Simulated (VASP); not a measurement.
# Ti6C in VASP: a series of runs

Runs on Ti6C. Level: PBE. Tasks: single point, relaxation of the atoms.

All numbers are computed with VASP 6.6.1; they aren't measurements. Logs are shortened: lines on timing, memory, paths and dates and some standing lists are left out, and cuts for length are marked.

**1. The cell of the first run**

The cell holds a slab with vacuum, 7 atoms: a = 2.832 Å, b = 4.579 Å, c = 22.051 Å, α = 90.00°, β = 90.00°, γ = 90.00°.

**2. Single point, PBE**

File INCAR:

```
SYSTEM = Ti6C
ALGO     = Normal         ! electronic algorithm
DIPOL    = 0.5 0.5 0.359
EDIFF    = 1E-6           ! SCF threshold, eV
ENCUT    = 520            ! plane-wave cutoff, eV
GGA      = PE             ! functional
IDIPOL   = 3            
ISIF     = 2              ! what is computed and relaxed
ISMEAR   = 0              ! smearing method
LASPH    = .TRUE.         ! aspherical terms in the spheres
LCHARG   = .TRUE.         ! write CHGCAR
LDIPOL   = .TRUE.       
LELF     = .TRUE.         ! ELF
LREAL    = .FALSE.        ! projectors in reciprocal space
LVACPOTAV= .TRUE.       
LVHAR    = .TRUE.       
LWAVE    = .FALSE.        ! write WAVECAR
NBANDS   = 47             ! bands
NELM     = 60             ! most SCF steps
PREC     = Accurate       ! precision mode
SIGMA    = 0.1            ! smearing width, eV
```

File KPOINTS:

```
k-points
0
G
  9 6 1
  0 0 0
```

File POSCAR:

```
Ti6C
1.0
    2.8319727860      0.0000000000      0.0000000000
    0.0000000000      4.5793473380      0.0000000000
    0.0000000000      0.0000000000     22.0506909065
Ti C
6 1
Direct
    0.5000000000      0.0000000000      0.1814002118
    0.0000000000      0.5000000000      0.2413504290
    0.5000000000      0.0000000000      0.3013006462
    0.5000000000      0.5000000000      0.3625816208
    0.0000000000      0.0000000000      0.4208167734
    0.5000000000      0.5000000000      0.4784743912
    0.8333333333      0.7000000000      0.5284594815
```

Potentials or basis: VASP PAW PBE potentials, release 64 (Ti_sv, C).

Started as:

```console
> cat potpaw_PBE.64/Ti_sv/POTCAR potpaw_PBE.64/C/POTCAR > POTCAR
> mpirun -np 1 vasp_std > vasp.out
```

OUTCAR:

```text
SYSTEM = Ti6C
   EDIFF = 1E-6
   ENCUT = 520
   GGA = PE
   ISIF = 2
   ISMEAR = 0
   LASPH = .TRUE.
   LREAL = .FALSE.
   NELM = 60
   PREC = Accurate

 ion  position               nearest neighbor table
   1  0.500  0.000  0.181-   3 2.64
   2  0.000  0.500  0.241-
   3  0.500  0.000  0.301-   1 2.64   4 2.66   4 2.66
   4  0.500  0.500  0.363-   6 2.56   3 2.66   3 2.66
   5  0.000  0.000  0.421-
   6  0.500  0.500  0.478-   7 1.72   7 2.37   4 2.56
   7  0.833  0.700  0.528-   6 1.72   6 2.37

  LATTYP: Found a simple orthorhombic cell.
 ALAT       =     2.8319727860
 B/A-ratio  =     1.6170167173
 C/A-ratio  =     7.7863357358

  Lattice vectors:

 A1 = (   2.8319727860,   0.0000000000,   0.0000000000)
 A2 = (   0.0000000000,   4.5793473380,   0.0000000000)
 A3 = (   0.0000000000,   0.0000000000,  22.0506909065)

Analysis of symmetry for initial positions (statically):
=====================================================================
 Subroutine PRICEL returns:
 Original cell was already a primitive cell.

 Routine SETGRP: Setting up the symmetry group for a
 simple orthorhombic supercell.

 Subroutine GETGRP returns: Found  1 space group operations
 (whereof  1 operations were pure point group operations)
 out of a pool of  8 trial point group operations.

The static configuration has the point symmetry C_1 .

Analysis of symmetry for dynamics (positions and initial velocities):
=====================================================================
 Subroutine PRICEL returns:
 Original cell was already a primitive cell.

 Routine SETGRP: Setting up the symmetry group for a
 simple orthorhombic supercell.

 Subroutine GETGRP returns: Found  1 space group operations
 (whereof  1 operations were pure point group operations)
 out of a pool of  8 trial point group operations.

The dynamic configuration has the point symmetry C_1 .

 Subroutine INISYM returns: Found  1 space group operations
 (whereof  1 operations are pure point group operations),
 and found     1 'primitive' translations

----------------------------------------------------------------------------------------

                                     Primitive cell

  volume of cell :     285.9663

  direct lattice vectors                    reciprocal lattice vectors
     2.831972786  0.000000000  0.000000000     0.353110738  0.000000000  0.000000000
     0.000000000  4.579347338  0.000000000     0.000000000  0.218371730  0.000000000
     0.000000000  0.000000000 22.050690907     0.000000000  0.000000000  0.045350053

  length of vectors
     2.831972786  4.579347338 22.050690907     0.353110738  0.218371730  0.045350053

  position of ions in fractional coordinates (direct lattice)
     0.500000000  0.000000000  0.181400212
     0.000000000  0.500000000  0.241350429
     0.500000000  0.000000000  0.301300646
     0.500000000  0.500000000  0.362581621
     0.000000000  0.000000000  0.420816773
     0.500000000  0.500000000  0.478474391
     0.833333333  0.700000000  0.528459482

  ion indices of the primitive-cell ions
   primitive index   ion index
                 1           1
                 2           2
                 3           3
                 4           4
                 5           5
                 6           6
                 7           7

----------------------------------------------------------------------------------------

 KPOINTS: k-points

Automatic generation of k-mesh.
 Grid dimensions read from file:
 generate k-points for:    9    6    1

 Generating k-lattice:

  Cartesian coordinates                     Fractional coordinates (reciprocal lattice)
     0.039234526  0.000000000  0.000000000     0.111111111  0.000000000  0.000000000
     0.000000000  0.036395288  0.000000000     0.000000000  0.166666667  0.000000000
     0.000000000  0.000000000  0.045350053     0.000000000  0.000000000  1.000000000

  Length of vectors
     0.039234526  0.036395288  0.045350053

  Shift w.r.t. Gamma in fractional coordinates (k-lattice)
     0.000000000  0.000000000  0.000000000

 Subroutine IBZKPT returns following result:
 ===========================================

 Found     28 irreducible k-points:

 Following reciprocal coordinates:
            Coordinates               Weight
  0.000000  0.000000  0.000000      1.000000
  0.111111  0.000000  0.000000      2.000000
  0.222222  0.000000  0.000000      2.000000
  0.333333  0.000000  0.000000      2.000000
  0.444444  0.000000  0.000000      2.000000
  0.000000  0.166667  0.000000      2.000000
[... 16 lines left out ...]
  0.444444 -0.333333  0.000000      2.000000
  0.000000  0.500000  0.000000      1.000000
 [... further k-points ...]
   k-points           NKPTS =     28   k-points in BZ     NKDIM =     28   number of bands    NBANDS=     47
   number of dos      NEDOS =    301   number of ions     NIONS =      7
   total plane-waves  NPLWV = 145152
   dimension x,y,z NGX =    24 NGY =   36 NGZ =  168
   dimension x,y,z NGXF=    48 NGYF=   72 NGZF=  336
   ions per type =               6   1
   NGX,Y,Z   is equivalent  to a cutoff of  14.09, 13.07, 12.67 a.u.
   NGXF,Y,Z  is equivalent  to a cutoff of  28.18, 26.14, 25.33 a.u.
 SYSTEM =  Ti6C
   PREC   = accura    normal or accurate (medium, high low for compatibility)
   ISTART =      0    job   : 0-new  1-cont  2-samecut
   ICHARG =      2    charge: 1-file 2-atom 10-const
   ISPIN  =      1    spin polarized calculation?
   LNONCOLLINEAR =      F non collinear calculations
   LSORBIT =      F    spin-orbit coupling
   LASPH  =      T    aspherical Exc in radial PAW
   ENCUT  =  520.0 eV  38.22 Ry    6.18 a.u.   5.27  8.51 41.00*2*pi/ulx,y,z
   NELM   =     60;   NELMIN=  2; NELMDL= -5     # of ELM steps
   EDIFF  = 0.1E-05   stopping-criterion for ELM
   LREAL  =      F    real-space projection
   EDIFFG = 0.1E-04   stopping-criterion for IOM
   NSW    =      0    number of steps for IOM
   IBRION =     -1    ionic relax: 0-MD 1-quasi-New 2-CG
   NFREE  =      0    steps in history (QN), initial steepest desc. (CG)
   ISIF   =      2    stress and relaxation
   ISYM   =      2    0-nonsym 1-usesym 2-fastsym
   POTIM  = 0.5000    time-step for ionic-motion
   TEBEG  =    0.0;   TEEND  =   0.0 temperature during run
   PSTRESS=    0.0 pullay stress
   NELECT =      76.0000    total number of electrons
   NUPDOWN=      -1.0000    fix difference up-down
   EMIN   =  10.00;   EMAX   =-10.00  energy-range for DOS
   EFERMI =   0.00;   METHOD = LEGACY
   ISMEAR =     0;   SIGMA  =   0.10  broadening in eV -4-tet -1-fermi 0-gaus
   EFERMI_NEDOS =   21; number of points for ismear=-14 and -15
   IALGO  =     38    algorithm
   IMIX   =      4    mixing-type and parameters
     AMIX     =   0.40;   BMIX     =  1.00
     AMIX_MAG =   1.60;   BMIX_MAG =  1.00
  volume/ion in A,a.u.               =      40.85       275.69
  Fermi-wavevector in a.u.,A,eV,Ry     =   1.052546  1.989023 15.073256  1.107853
  Thomas-Fermi vector in A             =   2.187633
   LORBIT       =      0    0 simple, 1 ext, 2 COOP (PROOUT), +10 PAW based schemes
   GGA     = PE    functional components
   LHFCALC =     F    Hartree Fock is set to
   AEXX    =    0.0000 exact exchange contribution
   IVDW    =     0    specifies the selected vdW correction
   LEPSILON=     F    determine dielectric tensor
   LRPA    =     F    only Hartree local field effects (RPA)
 non-spin polarized calculation
 Gauss-broadening in eV      SIGMA  =   0.10
  energy-cutoff  :      520.00
  volume of cell :      285.97
 maximum number of plane-waves:      7748
 NGX is ok and might be reduce to    24
   NGX = 11   NGY = 17   NGZ = 81

 dipolmoment           0.000000      0.000000     -0.000201 electrons x Angstroem

 number of electron      75.9999999 magnetization

 dipolmoment           0.000000      0.000000      0.199088 electrons x Angstroem

 Free energy of the ion-electron system (eV)
  ---------------------------------------------------
  ext. energy  EPLUGINS =         0.00000000
  ---------------------------------------------------
  free energy    TOTEN  =       -50.00375267 eV

  energy without entropy =      -49.95828516  energy(sigma->0) =      -49.98101891

 E-fermi :   0.2516     XC(G=0):  -5.4017

 val. band max:        0.2476483114   @ k =   0.3333   0.0000   0.0000
 cond. band min:       0.2564716647   @ k =   0.0000   0.3333   0.0000
 fundamental gap:      0.0088233533
 Fermi energy:         0.2515518538

 k-point     1 :       0.0000    0.0000    0.0000
  band No.  band energies     occupation
      1     -56.7058      2.00000
      2     -56.6072      2.00000
      3     -56.5949      2.00000
      4     -56.3453      2.00000
      5     -56.2349      2.00000
      6     -55.7593      2.00000
[... 39 lines left out ...]
     46       1.7079      0.00000
     47       1.9038      0.00000

 k-point     2 :       0.1111    0.0000    0.0000
  band No.  band energies     occupation
      1     -56.6986      2.00000
      2     -56.6002      2.00000
      3     -56.5893      2.00000
      4     -56.3395      2.00000
      5     -56.2288      2.00000
      6     -55.7526      2.00000
[... 39 lines left out ...]
     46       1.5927      0.00000
     47       1.8294      0.00000

 k-point     3 :       0.2222    0.0000    0.0000
  band No.  band energies     occupation
      1     -56.6803      2.00000
      2     -56.5827      2.00000
      3     -56.5752      2.00000
      4     -56.3249      2.00000
      5     -56.2134      2.00000
      6     -55.7356      2.00000
[... 39 lines left out ...]
     46       1.5832      0.00000
     47       1.8019      0.00000

 k-point     4 :       0.3333    0.0000    0.0000
  band No.  band energies     occupation
      1     -56.6592      2.00000
      2     -56.5626      2.00000
      3     -56.5592      2.00000
      4     -56.3083      2.00000
      5     -56.1958      2.00000
      6     -55.7161      2.00000
[... 939 lines left out ...]
     46       1.6012      0.00000
     47       1.7628      0.00000

 k-point    23 :       0.4444   -0.3333    0.0000
  band No.  band energies     occupation
      1     -56.6451      2.00000
      2     -56.5492      2.00000
      3     -56.5489      2.00000
      4     -56.2734      2.00000
      5     -56.2087      2.00000
      6     -55.7034      2.00000
[... 39 lines left out ...]
     46       1.6303      0.00000
     47       1.8269      0.00000

 k-point    24 :       0.0000    0.5000    0.0000
  band No.  band energies     occupation
      1     -56.6973      2.00000
      2     -56.6020      2.00000
      3     -56.6013      2.00000
      4     -56.3112      2.00000
      5     -56.2759      2.00000
      6     -55.7603      2.00000
[... 39 lines left out ...]
     46       1.6177      0.00000
     47       1.6909      0.00000

 [... further k-points ...]

------------------------ aborting loop because EDIFF is reached ----------------------------------------

  FORCE on cell =-STRESS in cart. coord.  units (eV):
  Direction    XX          YY          ZZ          XY          YZ          ZX
  --------------------------------------------------------------------------------------
  -------------------------------------------------------------------------------------
  Total       -0.0989329     -3.3987307     -0.2098042      1.8226236      3.0208145      3.2494372
  in kB       -0.5542895    -19.0419960     -1.1754658     10.2115747     16.9246532     18.2055529
  external PRESSURE =      -6.9239171 kB  Pullay stress =       0.0000000 kB

 VOLUME and BASIS-vectors are now :
 -----------------------------------------------------------------------------
  energy-cutoff  :      520.00
  volume of cell :      285.97
      direct lattice vectors                 reciprocal lattice vectors
     2.831972786  0.000000000  0.000000000     0.353110738  0.000000000  0.000000000
     0.000000000  4.579347338  0.000000000     0.000000000  0.218371730  0.000000000
     0.000000000  0.000000000 22.050690907     0.000000000  0.000000000  0.045350053

 POSITION                                       TOTAL-FORCE (eV/Angst)
 -----------------------------------------------------------------------------------
      1.41599      0.00000      4.00000         0.008086      0.014248      0.366686
      0.00000      2.28967      5.32194         0.037443     -0.016807     -0.009074
      1.41599      0.00000      6.64389        -0.011006     -0.018262     -0.300973
      1.41599      2.28967      7.99518        -0.268884      0.031019     -0.454793
      0.00000      0.00000      9.27930         0.116199     -0.818383      0.195963
      1.41599      2.28967     10.55069        -2.527264     -1.000701      0.128433
      2.35998      3.20554     11.65290         2.645427      1.808886      0.073757
 -----------------------------------------------------------------------------------
    total drift:                               -0.000039     -0.000099     -0.000269

  FREE ENERGIE OF THE ION-ELECTRON SYSTEM (eV)
  ---------------------------------------------------
  free  energy   TOTEN  =       -50.0037526655 eV

  energy  without entropy=      -49.9582851559  energy(sigma->0) =      -49.98101891

 vacuum level on the upper side and lower side of the slab         6.428         3.650
```

Run time: 10 min. Hardware: 1 thread of AMD EPYC 9R45 (Zen 5), shared host; peak memory 0.49 GiB.

What came out:

```yaml
Free_energy: -50.0038 eV
Largest_force: 3.206 eV/Å
Band_gap_on_the_k_mesh: zero (bands 38 and 39 overlap by 0.12 eV)
```

Forces in eV/Å, atoms in the order of the input:
```
Ti   0.008  0.014  0.367
Ti   0.037 -0.017 -0.009
Ti  -0.011 -0.018 -0.301
Ti  -0.269  0.031 -0.455
Ti   0.116 -0.818  0.196
Ti  -2.527 -1.001  0.128
C    2.645  1.809  0.074
```

**3. Single point, PBE**

File INCAR:

```
PREC     = Accurate       # precision mode
ENCUT    = 520            # plane-wave cutoff, eV
EDIFF    = 1E-6           # SCF threshold, eV
ISMEAR   = 0              # smearing method
SIGMA    = 0.1            # smearing width, eV
LREAL    = False          # projectors in reciprocal space
LASPH    = True           # aspherical terms in the spheres
NELM     = 100            # most SCF steps
ALGO     = Normal         # electronic algorithm
ISIF     = 2              # what is computed and relaxed
LWAVE    = False          # write WAVECAR
LCHARG   = False          # write CHGCAR
LDIPOL   = True         
IDIPOL   = 3            
DIPOL    = 0.5 0.5 0.355
GGA      = PE             # functional
NBANDS   = 47             # bands
```

File KPOINTS:

```
regular mesh
0
Gamma
  9 6 1
```

POSCAR: that of step 2 with these lines changed.

```diff
@@ -14,2 +14,2 @@
     0.5000000000      0.5000000000      0.4784743912
-    0.8333333333      0.7000000000      0.5284594815
+    0.8333333333      0.9000000000      0.5005838190
```

Potentials or basis: VASP PAW PBE potentials, release 64 (Ti_sv, C).

Started as:

```console
> cat potpaw_PBE.64/Ti_sv/POTCAR potpaw_PBE.64/C/POTCAR > POTCAR
> mpirun -np 1 vasp_std > vasp.out
```

Run time: 9.1 min. Hardware: 1 thread of AMD EPYC 9R45 (Zen 5), shared host; peak memory 0.49 GiB.

The run converged. Its results:

```yaml
Free_energy: -51.6936 eV
Largest_force: 2.148 eV/Å
Band_gap_on_the_k_mesh: zero (bands 38 and 39 overlap by 0.18 eV)
```

Forces on the atoms (eV/Å):
```
Ti  -0.008  0.032  0.330
Ti   0.011 -0.038  0.232
Ti  -0.028 -0.035 -0.589
Ti   0.010 -0.120 -0.673
Ti   0.855  0.172 -1.090
Ti   0.155  1.241  1.747
C   -0.995 -1.251  0.045
```

Levels at points of the mesh, in eV from the Fermi level:
```csv
k point,band 36,band 37,band 38,band 39,band 40,band 41
"(0.00, 0.00, 0.00)",-0.44,-0.25,-0.09,0.10,0.19,0.31
"(0.00, 0.50, 0.00)",-0.41,-0.23,-0.20,0.18,0.29,0.42
```

[end of part 1 of 2]
